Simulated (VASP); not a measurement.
Set up this calculation in VASP 6.6.1, as the native input.

```
Task                    : density of states
Functional              : LDA
Potentials or basis     : VASP PAW LDA potentials, release 64 (Cd, Te)
Cutoff                  : 520 eV
k mesh                  : 12 × 12 × 12
Occupations             : fermi-dirac, width 0.05 eV
Spin                    : no spin polarisation
Dipole correction       : no
k mesh for the DOS      : 18 × 18 × 18
Occupations for the DOS : tetrahedron
Further INCAR settings  : ALGO = Normal; EDIFF = 1e-07; NBANDS = 16
```

Crystal: CdTe (zincblende type).

```
CELL_PARAMETERS angstrom
0.00000 2.62486 2.62486
2.62486 0.00000 2.62486
2.62486 2.62486 0.00000
ATOMIC_POSITIONS crystal
Cd 0.00000 0.00000 0.00000
Te 0.25000 0.25000 0.25000
```

This cell differs from its parent crystal: volume scaled by 0.55.

These files were run (other wordings do the same):

POSCAR

```
CdTe
1.0
    0.0000000000      2.6248585210      2.6248585210
    2.6248585210      0.0000000000      2.6248585210
    2.6248585210      2.6248585210      0.0000000000
Cd Te
1 1
Direct
    0.0000000000      0.0000000000      0.0000000000
    0.2500000000      0.2500000000      0.2500000000
```

INCAR.step1

```
SYSTEM = CdTe
PREC = Accurate
ENCUT = 520
EDIFF = 1E-7
ISMEAR = -1
SIGMA = 0.05
LREAL = .False.
LASPH = .True.
NELM = 100
ALGO = Normal
ISIF = 2
LWAVE = .False.
LCHARG = .True.
NBANDS = 16
```

KPOINTS.step1

```
regular mesh
0
Gamma
  12 12 12
  0 0 0
```

INCAR.step2

```
SYSTEM = CdTe
PREC = Accurate
ENCUT = 520
EDIFF = 1E-7
ISMEAR = -5
SIGMA = 0.05
LREAL = .False.
LASPH = .True.
NELM = 100
ALGO = Normal
ISIF = 2
LWAVE = .False.
LCHARG = .False.
LORBIT = 11
NBANDS = 16
NEDOS = 2001
ICHARG = 11
```

KPOINTS.step2

```
regular mesh
0
Gamma
  18 18 18
  0 0 0
```

Potentials or basis: VASP PAW LDA potentials, release 64 (Cd, Te).

The run is started by

```sh
$ cat potpaw_LDA.64/Cd/POTCAR potpaw_LDA.64/Te/POTCAR > POTCAR
$ cp INCAR.step1 INCAR
$ cp KPOINTS.step1 KPOINTS
$ mpirun -np 1 vasp_std > vasp.out
$ cp INCAR.step2 INCAR
$ cp KPOINTS.step2 KPOINTS
$ mpirun -np 1 vasp_std > vasp.out
```

Results of the run:

| Quantity | Value |
| --- | --- |
| Valence electrons inside the program's atomic spheres | Cd 11.27; Te 4.05 |

Caveat: spin-orbit coupling is left out, which moves the levels of the heavy elements.

Run time: 2.7 min on 1 thread of Intel Xeon 8259CL, with other jobs on the host, peak memory 0.23 GiB.
